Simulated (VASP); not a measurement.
Input of a VASP 6.6.1 run:

The input POSCAR:

```
PtSe2
1.0
    1.8204971909      1.0510645433      5.4845021713
   -1.8204971909      1.0510645433      5.4845021713
    0.0000000000     -2.1021290863      5.4845021714
Pt Se
1 2
Direct
   -0.0304903668      0.0028532716      0.0189529889
    0.4753170169      0.3886187233      0.4036989116
    0.2655475516      0.2698765888      0.2150250109
```

INCAR.step1

```
SYSTEM = PtSe2
PREC = Accurate ; ENCUT = 520
ISMEAR = -1 ; SIGMA = 0.086
LREAL = .False. ; LASPH = .True.
NELM = 80 ; NBANDS = 18
GGA = PE ; ALGO = Normal
EDIFF = 1E-4 ; LWAVE = .True.
LCHARG = .False.
```

The input INCAR.step2:

```
SYSTEM = PtSe2
PREC = Accurate ; ENCUT = 520
EDIFF = 1E-6 ; ISMEAR = -1
SIGMA = 0.086 ; LREAL = .False.
LASPH = .True. ; NELM = 80
ALGO = Normal ; ISIF = 2
LWAVE = .False. ; LCHARG = .False.
METAGGA = R2SCAN ; LMIXTAU = .True.
NBANDS = 18 ; ISTART = 1
```

File KPOINTS:

```
regular mesh
0
Gamma
  4 4 4
  0 0 0
```

Potentials or basis: VASP PAW PBE potentials, release 64 (Pt, Se).

The run is started by

```bash
$ cat potpaw_PBE.64/Pt/POTCAR potpaw_PBE.64/Se/POTCAR > POTCAR
$ cp INCAR.step1 INCAR
$ mpirun -np 1 vasp_std > vasp.out
$ cp INCAR.step2 INCAR
$ mpirun -np 1 vasp_std > vasp.out
```

(1) Predict the band gap on the k mesh.

(2) Predict the largest force.

(3) Estimate the pressure.

Answers

(1) zero (bands 11 and 12 overlap by 1.06 eV).

(2) 1.622 eV/Å.

(3) 6.1 GPa.

Caveat: the k points lie up to 0.51 Å⁻¹ apart, too coarse for converged energies and pressures of a metal; the atoms stand as in a frame of molecular dynamics; the PAW data sets were made with another functional, which shifts forces and pressure a little; spin-orbit coupling is left out, which moves the levels of the heavy elements.
